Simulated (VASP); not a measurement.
A run of VASP 6.6.1 is set up as follows.

File INCAR:

```
SYSTEM = GaB5
PREC = Accurate
ENCUT = 500
EDIFF = 1E-6
ISMEAR = 0
SIGMA = 0.1
LREAL = .FALSE.
LASPH = .TRUE.
NELM = 120
ALGO = Normal
ISIF = 2
LWAVE = .FALSE.
LCHARG = .FALSE.
GGA = PE
NBANDS = 23
GGA_COMPAT = .FALSE.
```

File KPOINTS:

```
regular mesh
0
G
  6 6 4
  0 0 0
```

POSCAR

```
GaB5
1.0
    3.6719709076      0.0000000000      0.0000000000
   -1.8359854538      3.1800200879      0.0000000000
    0.0000000000      0.0000000000      4.3011145324
Ga B
1 5
Direct
    0.0000000000      0.0000000000      0.0000000000
    0.3333333333      0.6666666667      0.5000000000
    0.6666666667      0.3333333333      0.5000000000
    0.3333333333      0.6666666667      0.0000000000
    0.6666666667      0.3333333333      0.0000000000
    0.0000000000      0.0000000000      0.5000000000
```

Potentials or basis: VASP PAW PBE potentials, release 64 (Ga_d, B).

Command:

```sh
$ cat potpaw_PBE.64/Ga_d/POTCAR potpaw_PBE.64/B/POTCAR > POTCAR
$ mpirun -np 1 vasp_std > vasp.out
```

(1) Estimate the pressure.

(2) Predict the band gap on the k mesh.

Results:

(1) 0.0 GPa.

(2) zero (bands 14 and 15 overlap by 3.31 eV).

Caveat: the k points lie up to 0.37 Å⁻¹ apart, too coarse for converged energies and pressures of a metal.
